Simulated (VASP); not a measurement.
Here is a VASP 6.6.1 calculation.

INCAR

```
PREC = Accurate
ENCUT = 600
EDIFF = 1E-8
ISMEAR = 0
SIGMA = 0.01
LREAL = False
LASPH = True
NELM = 60
ALGO = Normal
ISIF = 3
LWAVE = False
LCHARG = True
GGA = CA
NBANDS = 11
IBRION = 6
NFREE = 2
POTIM = 0.015
NSW = 1
```

Contents of KPOINTS:

```
Automatic mesh
0
Gamma
  10 10 10
```

POSCAR

```
Si
1.0
    0.0000000000      2.7009890248      2.7009890248
    2.7009890248      0.0000000000      2.7009890248
    2.7009890248      2.7009890248      0.0000000000
Si
2
Direct
    0.7500000000      0.7500000000      0.7500000000
    0.5000000000      0.5000000000      0.5000000000
```

Potentials or basis: VASP PAW LDA potentials, release 64 (Si).

The run is started by

```console
$ cat potpaw_LDA.64/Si/POTCAR > POTCAR
$ mpirun -np 1 vasp_std > vasp.out
```

**Question.** Estimate the elastic constants C11, C12, C44.

**Answer.** 161, 65, 76 GPa.

**Question.** Predict the Voigt bulk modulus.

**Answer.** 97 GPa.

**Question.** What does it give for the highest phonon frequency at Γ?

**Answer.** 513 cm⁻¹.

Clamped-ion elastic tensor (GPa):
```
161  65  65   0   0   0
 65 161  65   0   0   0
 65  65 161   0   0   0
  0   0   0 106   0   0
  0   0   0   0 106   0
  0   0   0   0   0 106
```
